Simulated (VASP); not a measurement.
# Sn2H (P6_3/mmc) in VASP: a series of runs

Sn2H is run at these levels: PBE; tasks: single point, relaxation of cell and atoms.

Program: VASP 6.6.1. These are calculated values, not measurements. Logs are shortened: lines on timing, memory, paths and dates and some standing lists are left out, and cuts for length are marked.

### Step 1. The cell of the first run

It takes space group P6_3/mmc (No. 194, hexagonal). The conventional cell has a = 4.702 Å, b = 4.702 Å, c = 5.734 Å, α = 90.00°, β = 90.00°, γ = 120.00°. Within 3.8 Å of Sn (site symmetry -3m) lie 8 Sn at 2.87 to 3.07 Å and 6 H at 3.07 Å. Sn (site symmetry -6m2) has 5 H at 2.71 to 2.87 Å and 6 Sn at 3.07 Å within 3.6 Å. Within 3.6 Å of H (site symmetry -6m2) lie 11 Sn at 2.71 to 3.07 Å.

The cell was generated, and may not be a known phase.

### Step 2. Single point, PBE

Input file INCAR:

```
PREC = Accurate ; ENCUT = 520
EDIFF = 1E-7 ; ISMEAR = 0
SIGMA = 0.1 ; LREAL = False
LASPH = True ; NELM = 80
ALGO = Normal ; ISIF = 2
LWAVE = False ; LCHARG = True
GGA = PE ; LELF = True
LVHAR = True ; NBANDS = 38
```

Input file KPOINTS:

```
regular mesh
0
Gamma
  6 6 4
```

Input file POSCAR:

```
Sn2H
1.0
    4.7018606800      0.0000000000      0.0000000000
   -2.3509303400      4.0719307900      0.0000000000
    0.0000000000      0.0000000000      5.7342183500
Sn H
4 2
Direct
    0.0000000000      0.0000000000      0.5000000000
    0.0000000000      0.0000000000      0.0000000000
    0.6666666700      0.3333333300      0.2500000000
    0.3333333300      0.6666666700      0.7500000000
    0.6666666700      0.3333333300      0.7500000000
    0.3333333300      0.6666666700      0.2500000000
```

Potentials or basis: VASP PAW PBE potentials, release 64 (Sn_d, H).

On the command line:

```console
$ cat potpaw_PBE.64/Sn_d/POTCAR potpaw_PBE.64/H/POTCAR > POTCAR
$ mpirun -np 1 vasp_std > vasp.out
```

OUTCAR:

```text
PREC = Accurate
   ENCUT = 520
   EDIFF = 1E-7
   ISMEAR = 0
   LREAL = False
   LASPH = True
   NELM = 80
   ISIF = 2
   GGA = PE

 ion  position               nearest neighbor table
   1  0.000  0.000  0.500-   2 2.87   2 2.87   4 3.07   3 3.07   4 3.07   3 3.07   3 3.07   4 3.07

   2  0.000  0.000  0.000-   1 2.87   1 2.87   4 3.07   3 3.07   4 3.07   3 3.07   3 3.07   4 3.07

   3  0.667  0.333  0.250-   1 3.07   2 3.07   1 3.07   2 3.07   1 3.07   2 3.07
   4  0.333  0.667  0.750-   1 3.07   2 3.07   1 3.07   2 3.07   1 3.07   2 3.07
   5  0.667  0.333  0.750-
   6  0.333  0.667  0.250-

  LATTYP: Found a hexagonal cell.
 ALAT       =     4.7018606800
 C/A-ratio  =     1.2195636452

  Lattice vectors:

 A1 = (   4.7018606800,   0.0000000000,   0.0000000000)
 A2 = (  -2.3509303400,   4.0719307900,   0.0000000000)
 A3 = (   0.0000000000,   0.0000000000,   5.7342183500)

Analysis of symmetry for initial positions (statically):
=====================================================================
 Subroutine PRICEL returns:
 Original cell was already a primitive cell.

 Routine SETGRP: Setting up the symmetry group for a
 hexagonal supercell.

 Subroutine GETGRP returns: Found 24 space group operations
 (whereof 12 operations were pure point group operations)
 out of a pool of 24 trial point group operations.

The static configuration has the point symmetry D_3d.
 The point group associated with its full space group is D_6h.

Analysis of symmetry for dynamics (positions and initial velocities):
=====================================================================
 Subroutine PRICEL returns:
 Original cell was already a primitive cell.

 Routine SETGRP: Setting up the symmetry group for a
 hexagonal supercell.

 Subroutine GETGRP returns: Found 24 space group operations
 (whereof 12 operations were pure point group operations)
 out of a pool of 24 trial point group operations.

The dynamic configuration has the point symmetry D_3d.
 The point group associated with its full space group is D_6h.

 Subroutine INISYM returns: Found 24 space group operations
 (whereof 12 operations are pure point group operations),
 and found     1 'primitive' translations

----------------------------------------------------------------------------------------

                                     Primitive cell

  volume of cell :     109.7853

  direct lattice vectors                    reciprocal lattice vectors
     4.701860680  0.000000000  0.000000000     0.212681759  0.122791871  0.000000000
    -2.350930340  4.071930790  0.000000000     0.000000000  0.245583742  0.000000000
     0.000000000  0.000000000  5.734218350     0.000000000  0.000000000  0.174391685

  length of vectors
     4.701860680  4.701860677  5.734218350     0.245583742  0.245583742  0.174391685

  position of ions in fractional coordinates (direct lattice)
     0.000000000  0.000000000  0.500000000
     0.000000000  0.000000000  0.000000000
     0.666666670  0.333333330  0.250000000
     0.333333330  0.666666670  0.750000000
     0.666666670  0.333333330  0.750000000
     0.333333330  0.666666670  0.250000000

  ion indices of the primitive-cell ions
   primitive index   ion index
                 1           1
                 2           2
                 3           3
                 4           4
                 5           5
                 6           6

----------------------------------------------------------------------------------------

 KPOINTS: regular mesh

Automatic generation of k-mesh.
 Grid dimensions read from file:
 generate k-points for:    6    6    4

 Generating k-lattice:

  Cartesian coordinates                     Fractional coordinates (reciprocal lattice)
     0.035446960  0.020465312  0.000000000     0.166666667  0.000000000  0.000000000
     0.000000000  0.040930624  0.000000000     0.000000000  0.166666667  0.000000000
     0.000000000  0.000000000  0.043597921     0.000000000  0.000000000  0.250000000

  Length of vectors
     0.040930624  0.040930624  0.043597921

  Shift w.r.t. Gamma in fractional coordinates (k-lattice)
     0.000000000  0.000000000  0.000000000

 Subroutine IBZKPT returns following result:
 ===========================================

 Found     21 irreducible k-points:

 Following reciprocal coordinates:
            Coordinates               Weight
  0.000000  0.000000  0.000000      1.000000
  0.166667 -0.000000  0.000000      6.000000
  0.333333 -0.000000  0.000000      6.000000
  0.500000 -0.000000  0.000000      3.000000
  0.166667  0.166667  0.000000      6.000000
  0.333333  0.166667  0.000000     12.000000
[... 13 lines left out ...]
  0.333333  0.166667  0.500000     12.000000
  0.333333  0.333333  0.500000      2.000000
   k-points           NKPTS =     21   k-points in BZ     NKDIM =     21   number of bands    NBANDS=     38
   number of dos      NEDOS =    301   number of ions     NIONS =      6
   total plane-waves  NPLWV =  62208
[... 30 lines left out ...]
   ISMEAR =     0;   SIGMA  =   0.10  broadening in eV -4-tet -1-fermi 0-gaus
   EFERMI_NEDOS =   21; number of points for ismear=-14 and -15
   IALGO  =     38    algorithm
   IMIX   =      4    mixing-type and parameters
     AMIX     =   0.40;   BMIX     =  1.00
     AMIX_MAG =   1.60;   BMIX_MAG =  1.00
  volume/ion in A,a.u.               =      18.30       123.48
  Fermi-wavevector in a.u.,A,eV,Ry     =   1.323435  2.500930 23.830345  1.751481
  Thomas-Fermi vector in A             =   2.453043
   LORBIT       =      0    0 simple, 1 ext, 2 COOP (PROOUT), +10 PAW based schemes
   GGA     = PE    functional components
   LHFCALC =     F    Hartree Fock is set to
   AEXX    =    0.0000 exact exchange contribution
   IVDW    =     0    specifies the selected vdW correction
   LEPSILON=     F    determine dielectric tensor
   LRPA    =     F    only Hartree local field effects (RPA)
 non-spin polarized calculation
 Gauss-broadening in eV      SIGMA  =   0.10
  energy-cutoff  :      520.00
  volume of cell :      109.79
 maximum number of plane-waves:      2991
 NGX is ok and might be reduce to    36
   NGX = 17   NGY = 17   NGZ = 21

 number of electron      58.0000040 magnetization

 Free energy of the ion-electron system (eV)
  ---------------------------------------------------
  ext. energy  EPLUGINS =         0.00000000
  ---------------------------------------------------
  free energy    TOTEN  =       -18.67869141 eV

  energy without entropy =      -18.65886239  energy(sigma->0) =      -18.66877690

 E-fermi :   7.8326     XC(G=0): -10.5801

 val. band max:        7.7690658742   @ k =   0.1667  -0.0000   0.2500
 cond. band min:       7.8438776883   @ k =   0.1667   0.1667   0.5000
 fundamental gap:      0.0748118142
 Fermi energy:         7.8326321766

 k-point     1 :       0.0000    0.0000    0.0000
  band No.  band energies     occupation
      1     -13.8846      2.00000
      2     -13.7455      2.00000
      3     -13.7455      2.00000
      4     -13.6615      2.00000
      5     -13.6615      2.00000
      6     -13.5151      2.00000
[... 30 lines left out ...]
     37      11.7609      0.00000
     38      13.4767      0.00000

 k-point     2 :       0.1667   -0.0000    0.0000
  band No.  band energies     occupation
      1     -13.8820      2.00000
      2     -13.7387      2.00000
      3     -13.7336      2.00000
      4     -13.6494      2.00000
      5     -13.6340      2.00000
      6     -13.5356      2.00000
[... 30 lines left out ...]
     37      12.7249      0.00000
     38      14.4613      0.00000

 k-point     3 :       0.3333   -0.0000    0.0000
  band No.  band energies     occupation
      1     -13.8767      2.00000
      2     -13.7271      2.00000
      3     -13.7056      2.00000
      4     -13.6219      2.00000
      5     -13.5661      2.00000
      6     -13.5617      2.00000
[... 30 lines left out ...]
     37      14.8606      0.00000
[... 658 lines left out ...]
 k-point    20 :       0.3333    0.1667    0.5000
  band No.  band energies     occupation
      1     -13.6463      2.00000
      2     -13.6463      2.00000
      3     -13.6102      2.00000
      4     -13.6102      2.00000
      5     -13.5880      2.00000
      6     -13.5880      2.00000
[... 30 lines left out ...]
     37      15.0603      0.00000
     38      15.0603      0.00000

 k-point    21 :       0.3333    0.3333    0.5000
  band No.  band energies     occupation
      1     -13.6183      2.00000
      2     -13.6183      2.00000
      3     -13.6171      2.00000
      4     -13.6171      2.00000
      5     -13.6032      2.00000
      6     -13.6032      2.00000
[... 30 lines left out ...]
     37      14.3231      0.00000
     38      14.3231      0.00000

------------------------ aborting loop because EDIFF is reached ----------------------------------------

  FORCE on cell =-STRESS in cart. coord.  units (eV):
  Direction    XX          YY          ZZ          XY          YZ          ZX
  --------------------------------------------------------------------------------------
  -------------------------------------------------------------------------------------
  Total        4.6779933      4.6779933      4.5252045     -0.0000000      0.0000000      0.0000000
  in kB       68.2693565     68.2693564     66.0395977     -0.0000000      0.0000000      0.0000000
  external PRESSURE =      67.5261035 kB  Pullay stress =       0.0000000 kB

 VOLUME and BASIS-vectors are now :
 -----------------------------------------------------------------------------
  energy-cutoff  :      520.00
  volume of cell :      109.79
      direct lattice vectors                 reciprocal lattice vectors
     4.701860680  0.000000000  0.000000000     0.212681759  0.122791871  0.000000000
    -2.350930340  4.071930790  0.000000000     0.000000000  0.245583742  0.000000000
     0.000000000  0.000000000  5.734218350     0.000000000  0.000000000  0.174391685

 POSITION                                       TOTAL-FORCE (eV/Angst)
 -----------------------------------------------------------------------------------
      0.00000      0.00000      2.86711         0.000000      0.000000      0.000000
      0.00000      0.00000      0.00000         0.000000      0.000000      0.000000
      2.35093      1.35731      1.43355         0.000000     -0.000000      0.000000
     -0.00000      2.71462      4.30066        -0.000000      0.000000      0.000000
      2.35093      1.35731      4.30066        -0.000000      0.000000      0.000000
     -0.00000      2.71462      1.43355         0.000000     -0.000000      0.000000
 -----------------------------------------------------------------------------------
    total drift:                               -0.000005      0.000003     -0.000000

  FREE ENERGIE OF THE ION-ELECTRON SYSTEM (eV)
  ---------------------------------------------------
  free  energy   TOTEN  =       -18.6786914144 eV

  energy  without entropy=      -18.6588623919  energy(sigma->0) =      -18.66877690
```

Run time: 1.9 min. Hardware: 1 thread of Oxide Virtual Turin-like, shared host; peak memory 0.22 GiB.

What came out:

```
Free energy            : -18.6787 eV
Pressure               : 6.8 GPa
Band gap on the k mesh : zero (bands 29 and 30 overlap by 2.79 eV)
```

Stress tensor (GPa, compression positive):
```
6.83 0.00 0.00
0.00 6.83 0.00
0.00 0.00 6.60
```

Caveat: the cell stands under pressure; spin-orbit coupling is left out, which moves the levels of the heavy elements.

### Step 3. Single point, PBE

This run uses another cell than the first one, of 20.54 Å³/atom.

Input file INCAR:

```
PREC = Accurate
ENCUT = 520
EDIFF = 1E-6
ISMEAR = 0
SIGMA = 0.1
LREAL = F
LASPH = T
NELM = 100
ALGO = Normal
ISIF = 2
LWAVE = F
LCHARG = T
GGA = PE
LELF = T
LVHAR = T
NBANDS = 38
```

KPOINTS is that of step 2.

Input file POSCAR:

```
Sn2H
1.0
    4.9434372351      0.0000000000      0.0000000000
   -2.4717186176      4.2811422277      0.0000000000
    0.0000000000      0.0000000000      5.8246342962
Sn H
4 2
Direct
    0.0000000000      0.0000000000      0.5000000000
    0.0000000000      0.0000000000      0.0000000000
    0.6666666667      0.3333333333      0.2500000000
    0.3333333333      0.6666666667      0.7500000000
    0.6666666667      0.3333333333      0.7500000000
    0.3333333333      0.6666666667      0.2500000000
```

Potentials or basis: VASP PAW PBE potentials, release 64 (Sn_d, H).

On the command line:

```console
$ cat potpaw_PBE.64/Sn_d/POTCAR potpaw_PBE.64/H/POTCAR > POTCAR
$ mpirun -np 1 vasp_std > vasp.out
```

It took 2.3 min on 1 thread of Oxide Virtual Turin-like, shared host; peak memory 0.26 GiB.

Results (log left out):

```
Free energy            : -18.9497 eV
Pressure               : 0.0 GPa
Band gap on the k mesh : zero (bands 29 and 30 overlap by 2.66 eV)
```

Stress tensor (GPa, compression positive):
```
 0.17  0.00  0.00
 0.00  0.17  0.00
 0.00  0.00 -0.41
```

Levels at points of the mesh, in eV from the Fermi level:
| k point | band 26 | band 27 | band 28 | band 29 | band 30 | band 31 | band 32 | band 33 |
| --- | --- | --- | --- | --- | --- | --- | --- | --- |
| (0.00, 0.00, 0.00) | -1.85 | -1.85 | -0.26 | -0.26 | -0.10 | 0.30 | 2.01 | 2.24 |
| (0.50, 0.00, 0.00) | -3.26 | -2.66 | -2.20 | -0.85 | 1.21 | 1.31 | 1.57 | 2.68 |
| (0.00, 0.00, 0.50) | -1.46 | -0.90 | -0.90 | -0.90 | -0.90 | 0.51 | 0.51 | 1.78 |
| (0.50, 0.00, 0.50) | -3.10 | -2.02 | -2.02 | 1.34 | 1.34 | 2.11 | 2.11 | 4.19 |

Caveat: spin-orbit coupling is left out, which moves the levels of the heavy elements.

### Step 4. Relaxation of cell and atoms, PBE

Input file INCAR:

```
  PREC = Accurate
  ENCUT = 600
  EDIFF = 1E-6
  ISMEAR = 0
  SIGMA = 0.1
  LREAL = F
  LASPH = T
  NELM = 100
  ALGO = Fast
  ISIF = 3
  LWAVE = F
  LCHARG = F
  GGA = PE
  IBRION = 2
  NSW = 90
  EDIFFG = -0.04
```

KPOINTS is that of step 3.

Input file POSCAR:

```
Sn2H
1.0
    4.7018606800      0.0000000000      0.0000000000
   -2.3509303400      4.0719307900      0.0000000000
    0.0000000000      0.0000000000      5.7342183500
Sn H
4 2
Direct
    0.0000000000      0.0000000000      0.5000000000
    0.0000000000      0.0000000000      0.0000000000
    0.6666666700      0.3333333300      0.2500000000
    0.3333333300      0.6666666700      0.7500000000
    0.6666666700      0.3333333300      0.7500000000
    0.3333333300      0.6666666700      0.2500000000
```

On the command line:

```console
$ cat potpaw_PBE.64/Sn_d/POTCAR potpaw_PBE.64/H/POTCAR > POTCAR
$ mpirun -np 1 vasp_std > vasp.out
```

It took 15 min on 1 thread of Oxide Virtual Turin-like, shared host; peak memory 0.28 GiB.

Results (log left out):

- Free energy: -18.9476 eV
- Relaxed volume: 20.56 Å³/atom
- Relaxed cell: a = 4.954 Å, b = 4.954 Å, c = 5.804 Å, α = 90.00°, β = 90.00°, γ = 120.00°
- Space group after relaxing (to 0.1 Å): P6_3/mmc (No. 194)
- Energy gained by relaxing: 44.7 meV/atom
- Ionic steps: 9
- Pressure after relaxing: 0.0 GPa
- Band gap on the k mesh: zero (bands 29 and 30 overlap by 2.73 eV)

Step by step:
| step | energy change (eV) | largest force (eV/Å) | pressure (GPa) | volume (Å³) |
| --- | --- | --- | --- | --- |
| 1 | 0.0000 | 0.0000 | 6.79 | 109.79 |
| 2 | -0.2466 | 0.0000 | 0.34 | 122.57 |
| 3 | -0.2449 | 0.0000 | -0.46 | 123.93 |
| 4 | -0.2464 | 0.0000 | -0.17 | 123.16 |
| 5 | -0.2466 | 0.0000 | -0.06 | 122.88 |
| 6 | -0.2517 | 0.0000 | -0.06 | 122.99 |
| 7 | -0.2664 | 0.0000 | 0.00 | 123.27 |
| 8 | -0.2335 | 0.0000 | 0.39 | 123.72 |
| 9 | -0.2682 | 0.0000 | 0.03 | 123.37 |

Final structure:
```xyz
6
Lattice="4.9541 0.0000 0.0000 -2.4770 4.2904 0.0000 0.0000 0.0000 5.8041" Properties=species:S:1:pos:R:3 pbc="T T T"
Sn   -2.4771    4.2904    2.9020
Sn   -2.4771    4.2904    5.8041
Sn    2.4770    1.4301    1.4510
Sn    0.0000    2.8603    4.3531
H     2.4770    1.4301    4.3531
H     0.0000    2.8603    1.4510
```

Levels at points of the mesh, in eV from the Fermi level:
```tsv
k point	band 26	band 27	band 28	band 29	band 30	band 31	band 32	band 33
(0.00, 0.00, 0.00)	-1.90	-1.90	-0.31	-0.31	-0.15	0.27	1.97	2.22
(0.50, 0.00, 0.00)	-3.30	-2.68	-2.21	-0.88	1.19	1.28	1.56	2.60
(0.00, 0.00, 0.50)	-1.52	-0.94	-0.94	-0.94	-0.94	0.53	0.53	1.73
(0.50, 0.00, 0.50)	-3.14	-2.06	-2.06	1.37	1.37	2.11	2.11	4.13
```

Caveat: spin-orbit coupling is left out, which moves the levels of the heavy elements.

### Step 5. Single point, PBE

This run uses another cell than the first one, of 20.34 Å³/atom.

Input file INCAR:

```
  ALGO = Fast
  EDIFF = 1E-6
  ENCUT = 520
  GGA = PE
  ISIF = 2
  ISMEAR = 0
  LASPH = True
  LCHARG = False
  LREAL = False
  LWAVE = False
  NBANDS = 38
  NELM = 60
  PREC = Accurate
  SIGMA = 0.1
```

Input file KPOINTS:

```
k-points
0
Gamma
  12 12 6
```

Input file POSCAR:

```
Sn2H
1.0
    3.6194069937      0.0000000000      0.0000000000
   -1.8097034969      3.1344984032      0.0000000000
    0.0000000000      0.0000000000     10.7561826768
Sn H
4 2
Direct
    0.0000000000      0.0000000000      0.5000000000
    0.0000000000      0.0000000000      0.0000000000
    0.6666666667      0.3333333333      0.2500000000
    0.3333333333      0.6666666667      0.7500000000
    0.6666666667      0.3333333333      0.7500000000
    0.3333333333      0.6666666667      0.2500000000
```

On the command line:

```console
$ cat potpaw_PBE.64/Sn_d/POTCAR potpaw_PBE.64/H/POTCAR > POTCAR
$ mpirun -np 1 vasp_std > vasp.out
```

Run time: 5.8 min. Hardware: 1 thread of Oxide Virtual Turin-like, shared host; peak memory 0.38 GiB.

It converged, with:

```yaml
Free_energy: -20.1190 eV
Pressure: -0.1 GPa
Band_gap_on_the_k_mesh: zero (bands 29 and 30 overlap by 6.22 eV)
```

Levels at points of the mesh, in eV from the Fermi level:
```tsv
k point	band 26	band 27	band 28	band 29	band 30	band 31	band 32	band 33
(0.00, 0.00, 0.00)	0.22	1.74	2.46	3.74	3.99	3.99	4.50	4.50
(0.50, 0.00, 0.00)	-3.65	-3.53	-1.69	-0.22	0.43	0.91	1.39	2.01
(0.00, 0.00, 0.50)	-2.12	2.36	2.36	4.19	4.19	4.19	4.19	5.42
(0.50, 0.00, 0.50)	-4.58	-2.79	-2.79	0.40	0.40	1.26	1.26	2.78
```

Caveat: spin-orbit coupling is left out, which moves the levels of the heavy elements.

### Step 6. The runs side by side

| task | cell | k mesh | cutoff (eV) | gap on the mesh (eV) | pressure (GPa) |
| --- | --- | --- | --- | --- | --- |
| single point | a = 4.702, b = 4.702, c = 5.734 Å, angles 90.0, 90.0, 120.0°, 6 atoms | 6 × 6 × 4 | 520 | none | 6.8 |
| single point | a = 4.943, b = 4.943, c = 5.825 Å, angles 90.0, 90.0, 120.0°, 6 atoms | 6 × 6 × 4 | 520 | none | 0.0 |
| relaxation of cell and atoms | relaxed from a = 4.702, b = 4.702, c = 5.734 Å, angles 90.0, 90.0, 120.0°, 6 atoms | 6 × 6 × 4 | 600 | none | 0.0 |
| single point | a = 3.619, b = 3.619, c = 10.756 Å, angles 90.0, 90.0, 120.0°, 6 atoms | 12 × 12 × 6 | 520 | none | -0.1 |

Alike in all rows: level PBE; potentials or basis VASP PAW PBE potentials, release 64 (Sn_d, H); no spin polarisation; smearing gaussian 0.1 eV.

Caveats: spin-orbit coupling is left out, which moves the levels of the heavy elements; the cell stands under pressure (at least some runs).

Total energies depend on the potentials used, so only differences within one code and one set of settings carry meaning.

The gap in the log of VASP goes by the Fermi energy; the results here count the filled bands.